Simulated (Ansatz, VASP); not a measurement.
# Two plane-wave programs on LiWO2

```xyz
4
Lattice="2.7697 0.0000 0.0000 -1.3848 2.3986 0.0000 0.0000 0.0000 5.5851" Properties=species:S:1:pos:R:3 pbc="T T T"
Li    0.0000    0.0000    2.7926
W     0.0000    0.0000    0.0000
O     0.0000    1.5991    1.4406
O     1.3848    0.7995    4.1446
```

Alike in both runs: functional PBE; k mesh 21 × 21 × 8; occupations gaussian, width 0.1 eV; no spin polarisation.

Ansatz relaxed the structure, and its values are those at the end. VASP's run is a single point on that final structure, the one shown.

```csv
,VASP,Ansatz
version,VASP 6.6.1,Ansatz 0.2.0
potentials or method,"VASP PAW PBE potentials, release 64 (Li_sv, W_sv, O), cutoff 520 eV","scalar-relativistic, plane waves, PAW"
valence electrons in the cell,29,29
```

|  | VASP | Ansatz | Ansatz less VASP |
| --- | --- | --- | --- |
| gap on the k mesh at the Fermi level (eV) | none | none | - |
| rms of the force components (eV/Å) | 0.051 | 0.001 | -0.0500 |

A gap of «none» marks a metal or a gap that the smearing closes.

Spin-orbit coupling is off throughout. Noted on VASP's run: the cutoff is under 1.25 times that of the potentials, so the pressure is a little rough.
